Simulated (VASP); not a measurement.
# Cd (P6_3/mmc) in VASP: further runs, part 2 of 2

VASP 6.6.1.

## Step 4: Single point, PBE (biaxial strain in the a-b plane: +4.0 %, then relaxed in part)

The input, INCAR:

```
ALGO     = Fast           # electronic algorithm
EDIFF    = 1E-6           # SCF threshold, eV
ENCUT    = 520            # plane-wave cutoff, eV
GGA      = PE             # functional
ISIF     = 2              # what is computed and relaxed
ISMEAR   = 0              # smearing method
LASPH    = T              # aspherical terms in the spheres
LCHARG   = F              # write CHGCAR
LREAL    = F              # projectors in reciprocal space
LWAVE    = F              # write WAVECAR
NBANDS   = 19             # bands
NELM     = 60             # most SCF steps
PREC     = Accurate       # precision mode
SIGMA    = 0.1            # smearing width, eV
```

The input, KPOINTS:

```
k-points
0
Gamma
  21 21 10
```

The input, POSCAR:

```
Cd
1.0
    3.1354429280      0.0000000000      0.0000000000
   -1.5677214640      2.7153732277      0.0000000000
    0.0000000000      0.0000000000      5.4242027953
Cd
2
Direct
    0.3333333333      0.6666666667      0.2500000000
    0.6666666667      0.3333333333      0.7500000000
```

Potentials or basis: VASP PAW PBE potentials, release 64 (Cd).

Command:

```sh
> cat potpaw_PBE.64/Cd/POTCAR > POTCAR
> mpirun -np 1 vasp_std > vasp.out
```

OUTCAR:

```text
EDIFF = 1E-6
   ENCUT = 520
   GGA = PE
   ISIF = 2
   ISMEAR = 0
   LASPH = T
   LREAL = F
   NELM = 60
   PREC = Accurate

 ion  position               nearest neighbor table
   1  0.333  0.667  0.250-   2 3.26   2 3.26   2 3.26   2 3.26   2 3.26   2 3.26
   2  0.667  0.333  0.750-   1 3.26   1 3.26   1 3.26   1 3.26   1 3.26   1 3.26

  LATTYP: Found a hexagonal cell.
 ALAT       =     3.1354429280
 C/A-ratio  =     1.7299638105

  Lattice vectors:

 A1 = (   3.1354429280,   0.0000000000,   0.0000000000)
 A2 = (  -1.5677214640,   2.7153732277,   0.0000000000)
 A3 = (   0.0000000000,   0.0000000000,   5.4242027953)

Analysis of symmetry for initial positions (statically):
=====================================================================
 Subroutine PRICEL returns:
 Original cell was already a primitive cell.

 Routine SETGRP: Setting up the symmetry group for a
 hexagonal supercell.

 Subroutine GETGRP returns: Found 24 space group operations
 (whereof 12 operations were pure point group operations)
 out of a pool of 24 trial point group operations.

The static configuration has the point symmetry D_3d.
 The point group associated with its full space group is D_6h.

Analysis of symmetry for dynamics (positions and initial velocities):
=====================================================================
 Subroutine PRICEL returns:
 Original cell was already a primitive cell.

 Routine SETGRP: Setting up the symmetry group for a
 hexagonal supercell.

 Subroutine GETGRP returns: Found 24 space group operations
 (whereof 12 operations were pure point group operations)
 out of a pool of 24 trial point group operations.

The dynamic configuration has the point symmetry D_3d.
 The point group associated with its full space group is D_6h.

 Subroutine INISYM returns: Found 24 space group operations
 (whereof 12 operations are pure point group operations),
 and found     1 'primitive' translations

----------------------------------------------------------------------------------------

                                     Primitive cell

  volume of cell :      46.1811

  direct lattice vectors                    reciprocal lattice vectors
     3.135442928  0.000000000  0.000000000     0.318934206  0.184136750  0.000000000
    -1.567721464  2.715373228  0.000000000     0.000000000  0.368273499  0.000000000
     0.000000000  0.000000000  5.424202795     0.000000000  0.000000000  0.184358889

  length of vectors
     3.135442928  3.135442928  5.424202795     0.368273499  0.368273499  0.184358889

  position of ions in fractional coordinates (direct lattice)
     0.333333333  0.666666667  0.250000000
     0.666666667  0.333333333  0.750000000

  ion indices of the primitive-cell ions
   primitive index   ion index
                 1           1
                 2           2

----------------------------------------------------------------------------------------

 KPOINTS: k-points

Automatic generation of k-mesh.
 Grid dimensions read from file:
 generate k-points for:   21   21   10

 Generating k-lattice:

  Cartesian coordinates                     Fractional coordinates (reciprocal lattice)
     0.015187343  0.008768417  0.000000000     0.047619048  0.000000000  0.000000000
     0.000000000  0.017536833  0.000000000     0.000000000  0.047619048  0.000000000
     0.000000000  0.000000000  0.018435889     0.000000000  0.000000000  0.100000000

  Length of vectors
     0.017536833  0.017536833  0.018435889

  Shift w.r.t. Gamma in fractional coordinates (k-lattice)
     0.000000000  0.000000000  0.000000000

 Subroutine IBZKPT returns following result:
 ===========================================

 Found    288 irreducible k-points:

 Following reciprocal coordinates:
            Coordinates               Weight
  0.000000  0.000000  0.000000      1.000000
  0.047619 -0.000000  0.000000      6.000000
  0.095238 -0.000000  0.000000      6.000000
  0.142857 -0.000000  0.000000      6.000000
  0.190476 -0.000000  0.000000      6.000000
  0.238095  0.000000  0.000000      6.000000
[... 16 lines left out ...]
  0.142857  0.095238  0.000000     12.000000
  0.190476  0.095238  0.000000     12.000000
 [... further k-points ...]
   k-points           NKPTS =    288   k-points in BZ     NKDIM =    288   number of bands    NBANDS=     19
   number of dos      NEDOS =    301   number of ions     NIONS =      2
   total plane-waves  NPLWV =  23040
   dimension x,y,z NGX =    24 NGY =   24 NGZ =   40
   dimension x,y,z NGXF=    48 NGYF=   48 NGZF=   80
   ions per type =               2
   NGX,Y,Z   is equivalent  to a cutoff of  12.73, 12.73, 12.26 a.u.
   NGXF,Y,Z  is equivalent  to a cutoff of  25.45, 25.45, 24.52 a.u.
 SYSTEM =  unknown system
   PREC   = accura    normal or accurate (medium, high low for compatibility)
   ISTART =      0    job   : 0-new  1-cont  2-samecut
   ICHARG =      2    charge: 1-file 2-atom 10-const
   ISPIN  =      1    spin polarized calculation?
   LNONCOLLINEAR =      F non collinear calculations
   LSORBIT =      F    spin-orbit coupling
   LASPH  =      T    aspherical Exc in radial PAW
   ENCUT  =  520.0 eV  38.22 Ry    6.18 a.u.   5.83  5.83 10.09*2*pi/ulx,y,z
   NELM   =     60;   NELMIN=  2; NELMDL= -5     # of ELM steps
   EDIFF  = 0.1E-05   stopping-criterion for ELM
   LREAL  =      F    real-space projection
   EDIFFG = 0.1E-04   stopping-criterion for IOM
   NSW    =      0    number of steps for IOM
   IBRION =     -1    ionic relax: 0-MD 1-quasi-New 2-CG
   NFREE  =      0    steps in history (QN), initial steepest desc. (CG)
   ISIF   =      2    stress and relaxation
   ISYM   =      2    0-nonsym 1-usesym 2-fastsym
   POTIM  = 0.5000    time-step for ionic-motion
   TEBEG  =    0.0;   TEEND  =   0.0 temperature during run
   PSTRESS=    0.0 pullay stress
   NELECT =      24.0000    total number of electrons
   NUPDOWN=      -1.0000    fix difference up-down
   EMIN   =  10.00;   EMAX   =-10.00  energy-range for DOS
   EFERMI =   0.00;   METHOD = LEGACY
   ISMEAR =     0;   SIGMA  =   0.10  broadening in eV -4-tet -1-fermi 0-gaus
   EFERMI_NEDOS =   21; number of points for ismear=-14 and -15
   IALGO  =     68    algorithm
   IMIX   =      4    mixing-type and parameters
     AMIX     =   0.40;   BMIX     =  1.00
     AMIX_MAG =   1.60;   BMIX_MAG =  1.00
  volume/ion in A,a.u.               =      23.09       155.82
  Fermi-wavevector in a.u.,A,eV,Ry     =   1.316206  2.487268 23.570701  1.732398
  Thomas-Fermi vector in A             =   2.446334
   LORBIT       =      0    0 simple, 1 ext, 2 COOP (PROOUT), +10 PAW based schemes
   GGA     = PE    functional components
   LHFCALC =     F    Hartree Fock is set to
   AEXX    =    0.0000 exact exchange contribution
   IVDW    =     0    specifies the selected vdW correction
   LEPSILON=     F    determine dielectric tensor
   LRPA    =     F    only Hartree local field effects (RPA)
 non-spin polarized calculation
 RMM-DIIS sequential band-by-band and
 Gauss-broadening in eV      SIGMA  =   0.10
  energy-cutoff  :      520.00
  volume of cell :       46.18
 maximum number of plane-waves:      1275
 NGX is ok and might be reduce to    24
   NGX = 11   NGY = 11   NGZ = 21

 number of electron      23.9999980 magnetization

 Free energy of the ion-electron system (eV)
  ---------------------------------------------------
  ext. energy  EPLUGINS =         0.00000000
  ---------------------------------------------------
  free energy    TOTEN  =        -1.48116011 eV

  energy without entropy =       -1.47754818  energy(sigma->0) =       -1.47935415

 E-fermi :   2.5388     XC(G=0): -10.6926

 val. band max:        2.5383233717   @ k =   0.1905   0.1429   0.0000
 cond. band min:       2.5464224253   @ k =   0.3333   0.2381   0.2000
 fundamental gap:      0.0080990536
 Fermi energy:         2.5388088225

 k-point     1 :       0.0000    0.0000    0.0000
  band No.  band energies     occupation
      1      -7.0087      2.00000
      2      -6.6771      2.00000
      3      -6.5303      2.00000
      4      -6.5303      2.00000
      5      -6.4655      2.00000
      6      -6.4655      2.00000
[... 11 lines left out ...]
     18      17.0744      0.00000
     19      17.0959      0.00000
[... 485 lines left out ...]
 k-point    24 :       0.1905    0.0952    0.0000
  band No.  band energies     occupation
      1      -6.8551      2.00000
      2      -6.6725      2.00000
      3      -6.5354      2.00000
      4      -6.5308      2.00000
      5      -6.4069      2.00000
      6      -6.3597      2.00000
[... 11 lines left out ...]
     18      14.9556      0.00000
     19      15.3191      0.00000

 [... further k-points ...]

------------------------ aborting loop because EDIFF is reached ----------------------------------------

  FORCE on cell =-STRESS in cart. coord.  units (eV):
  Direction    XX          YY          ZZ          XY          YZ          ZX
  --------------------------------------------------------------------------------------
  -------------------------------------------------------------------------------------
  Total       -0.2652709     -0.2652709      0.0599957      0.0000000     -0.0000000      0.0000000
  in kB       -9.2031371     -9.2031371      2.0814519      0.0000000     -0.0000000      0.0000000
  external PRESSURE =      -5.4416074 kB  Pullay stress =       0.0000000 kB

 VOLUME and BASIS-vectors are now :
 -----------------------------------------------------------------------------
  energy-cutoff  :      520.00
  volume of cell :       46.18
      direct lattice vectors                 reciprocal lattice vectors
     3.135442928  0.000000000  0.000000000     0.318934206  0.184136750  0.000000000
    -1.567721464  2.715373228  0.000000000     0.000000000  0.368273499  0.000000000
     0.000000000  0.000000000  5.424202795     0.000000000  0.000000000  0.184358889

 POSITION                                       TOTAL-FORCE (eV/Angst)
 -----------------------------------------------------------------------------------
     -0.00000      1.81025      1.35605        -0.000000     -0.000000     -0.000000
      1.56772      0.90512      4.06815         0.000000      0.000000      0.000000
 -----------------------------------------------------------------------------------
    total drift:                               -0.000000      0.000000      0.000000

  FREE ENERGIE OF THE ION-ELECTRON SYSTEM (eV)
  ---------------------------------------------------
  free  energy   TOTEN  =        -1.4811601112 eV

  energy  without entropy=       -1.4775481805  energy(sigma->0) =       -1.47935415
```

Wall time 55 s (1 thread of Intel Xeon 6975P-C (Granite Rapids), shared host); peak memory 0.31 GiB.

What came out:

| Item | Value |
| --- | --- |
| Free energy | -1.4812 eV |
| Pressure | -0.5 GPa |
| Band gap on the k mesh | zero (bands 12 and 13 overlap by 3.20 eV) |

Caveat: the cell differs from its parent crystal (biaxial strain in the a-b plane: +4.0 %, then relaxed in part).

## Step 5: Single point, PBE (biaxial strain in the a-b plane: +2.0 %)

The input, INCAR:

```
SYSTEM = Cd
  PREC = Accurate
  ENCUT = 520
  EDIFF = 1E-6
  ISMEAR = 0
  SIGMA = 0.1
  LREAL = .FALSE.
  LASPH = .TRUE.
  NELM = 80
  ALGO = Fast
  ISIF = 2
  LWAVE = .FALSE.
  LCHARG = .FALSE.
  GGA = PE
  NBANDS = 19
```

The input, KPOINTS:

```
regular mesh
0
G
  21 21 10
  0 0 0
```

The input, POSCAR:

```
Cd
1.0
    3.0751459486      0.0000000000      0.0000000000
   -1.5375729743      2.6631545118      0.0000000000
    0.0000000000      0.0000000000      5.7577133025
Cd
2
Direct
    0.3333333333      0.6666666667      0.2500000000
    0.6666666667      0.3333333333      0.7500000000
```

Potentials or basis: VASP PAW PBE potentials, release 64 (Cd).

Command:

```sh
> cat potpaw_PBE.64/Cd/POTCAR > POTCAR
> mpirun -np 1 vasp_std > vasp.out
```

OUTCAR:

```text
SYSTEM = Cd
   PREC = Accurate
   ENCUT = 520
   EDIFF = 1E-6
   ISMEAR = 0
   LREAL = .FALSE.
   LASPH = .TRUE.
   NELM = 80
   ISIF = 2
   GGA = PE

 ion  position               nearest neighbor table
   1  0.333  0.667  0.250-   2 3.38   2 3.38   2 3.38   2 3.38   2 3.38   2 3.38
   2  0.667  0.333  0.750-   1 3.38   1 3.38   1 3.38   1 3.38   1 3.38   1 3.38

  LATTYP: Found a hexagonal cell.
 ALAT       =     3.0751459486
 C/A-ratio  =     1.8723382235

  Lattice vectors:

 A1 = (   3.0751459486,   0.0000000000,   0.0000000000)
 A2 = (  -1.5375729743,   2.6631545118,   0.0000000000)
 A3 = (   0.0000000000,   0.0000000000,   5.7577133025)

Analysis of symmetry for initial positions (statically):
=====================================================================
 Subroutine PRICEL returns:
 Original cell was already a primitive cell.

 Routine SETGRP: Setting up the symmetry group for a
 hexagonal supercell.

 Subroutine GETGRP returns: Found 24 space group operations
 (whereof 12 operations were pure point group operations)
 out of a pool of 24 trial point group operations.

The static configuration has the point symmetry D_3d.
[... 162 lines left out ...]

  energy without entropy =       -1.48465086  energy(sigma->0) =       -1.48643745

 E-fermi :   2.4015     XC(G=0): -10.5743

 val. band max:        2.3906840518   @ k =   0.3810   0.0952   0.0000
 cond. band min:       2.4168808190   @ k =   0.3810   0.2381   0.5000
 fundamental gap:      0.0261967672
 Fermi energy:         2.4014998592

 k-point     1 :       0.0000    0.0000    0.0000
  band No.  band energies     occupation
      1      -7.1607      2.00000
      2      -6.9449      2.00000
      3      -6.6740      2.00000
      4      -6.6740      2.00000
      5      -6.6313      2.00000
      6      -6.6313      2.00000
[... 505 lines left out ...]
      6      -6.4740      2.00000
[... 11 lines left out ...]
     18      14.7775      0.00000
     19      14.7896      0.00000

 [... further k-points ...]

------------------------ aborting loop because EDIFF is reached ----------------------------------------

  FORCE on cell =-STRESS in cart. coord.  units (eV):
  Direction    XX          YY          ZZ          XY          YZ          ZX
  --------------------------------------------------------------------------------------
  -------------------------------------------------------------------------------------
  Total       -0.4331593     -0.4331593     -0.1172500      0.0000000     -0.0000000      0.0000000
  in kB      -14.7179096    -14.7179096     -3.9839273      0.0000000     -0.0000000      0.0000000
  external PRESSURE =     -11.1399155 kB  Pullay stress =       0.0000000 kB

 VOLUME and BASIS-vectors are now :
 -----------------------------------------------------------------------------
  energy-cutoff  :      520.00
  volume of cell :       47.15
      direct lattice vectors                 reciprocal lattice vectors
     3.075145949  0.000000000  0.000000000     0.325187818  0.187747274  0.000000000
    -1.537572974  2.663154512  0.000000000     0.000000000  0.375494548  0.000000000
     0.000000000  0.000000000  5.757713303     0.000000000  0.000000000  0.173680061

 POSITION                                       TOTAL-FORCE (eV/Angst)
 -----------------------------------------------------------------------------------
     -0.00000      1.77544      1.43943        -0.000000      0.000000      0.000000
      1.53757      0.88772      4.31828         0.000000     -0.000000     -0.000000
 -----------------------------------------------------------------------------------
    total drift:                               -0.000000      0.000000      0.000000

  FREE ENERGIE OF THE ION-ELECTRON SYSTEM (eV)
  ---------------------------------------------------
  free  energy   TOTEN  =        -1.4882240395 eV

  energy  without entropy=       -1.4846508628  energy(sigma->0) =       -1.48643745
```

OSZICAR:

```text
N       E                     dE             d eps       ncg     rms          rms(c)
DAV:   1     0.173719059796E+03    0.17372E+03   -0.13009E+04 10952   0.125E+03
DAV:   2     0.255054207255E+01   -0.17117E+03   -0.16534E+03 11385   0.329E+02
DAV:   3    -0.155996710996E+01   -0.41105E+01   -0.41016E+01 12525   0.579E+01
DAV:   4    -0.156725919487E+01   -0.72921E-02   -0.72914E-02 11974   0.229E+00
DAV:   5    -0.156728232073E+01   -0.23126E-04   -0.23126E-04 12080   0.125E-01    0.359E+00
RMM:   6    -0.148945228140E+01    0.77830E-01   -0.20220E-01 11027   0.405E+00    0.300E+00
RMM:   7    -0.148725381932E+01    0.21985E-02   -0.19780E-02 11382   0.104E+00    0.155E+00
RMM:   8    -0.148811446979E+01   -0.86065E-03   -0.40144E-03 11516   0.830E-01    0.993E-02
RMM:   9    -0.148819475091E+01   -0.80281E-04   -0.32923E-04 11847   0.170E-01    0.519E-02
RMM:  10    -0.148822615834E+01   -0.31407E-04   -0.11719E-04 11693   0.135E-01    0.210E-02
RMM:  11    -0.148822412661E+01    0.20317E-05   -0.10387E-05 12009   0.294E-02    0.327E-03
RMM:  12    -0.148822403950E+01    0.87107E-07   -0.37971E-07  7771   0.724E-03
   1 F= -.14882240E+01 E0= -.14864375E+01  d E =-.357318E-02
```

stdout:

```text
POSCAR found type information on POSCAR Cd
 POSCAR found :  1 types and       2 ions
 scaLAPACK will be used
 LDA part: xc-table for (Slater+PW92), standard interpolation
 POSCAR, INCAR and KPOINTS ok, starting setup
 FFT: planning ... GRIDC
 FFT: planning ... GRID_SOFT
 FFT: planning ... GRID
 WAVECAR not read
 entering main loop
```

Run time: 64 s. Hardware: 1 thread of Intel Xeon 6975P-C (Granite Rapids), shared host; peak memory 0.32 GiB.

Results:

- Free energy: -1.4882 eV
- Pressure: -1.1 GPa
- Band gap on the k mesh: zero (bands 12 and 13 overlap by 3.87 eV)

Levels at points of the mesh, in eV from the Fermi level:
```tsv
k point	band 8	band 9	band 10	band 11	band 12	band 13	band 14	band 15	band 16	band 17
(0.00, 0.00, 0.00)	-8.66	-8.44	-8.44	-8.31	-3.03	-2.66	10.19	13.79	13.79	13.98
(0.00, 0.00, 0.50)	-8.53	-8.53	-8.53	-6.92	-6.92	3.56	3.56	14.29	14.29	14.70
```

Caveat: the cell differs from its parent crystal (biaxial strain in the a-b plane: +2.0 %).

## Step 6: The runs side by side

```tsv
cell	gap on the mesh (eV)	pressure (GPa)
a = 3.196, b = 3.196, c = 5.186 Å, angles 90.0, 90.0, 120.0°, 2 atoms	none	-0.3
a = 3.075, b = 3.075, c = 5.634 Å, angles 90.0, 90.0, 120.0°, 2 atoms	none	-0.4
a = 3.135, b = 3.135, c = 5.424 Å, angles 90.0, 90.0, 120.0°, 2 atoms	none	-0.5
a = 3.075, b = 3.075, c = 5.758 Å, angles 90.0, 90.0, 120.0°, 2 atoms	none	-1.1
```

Alike in all rows: task single point; level PBE; potentials or basis VASP PAW PBE potentials, release 64 (Cd); no spin polarisation; k mesh 21 × 21 × 10; cutoff (eV) 520; smearing gaussian 0.1 eV.

Absolute energies hang on the potentials; compare differences alone.

The gap in the log of VASP goes by the Fermi energy; the results here count the filled bands.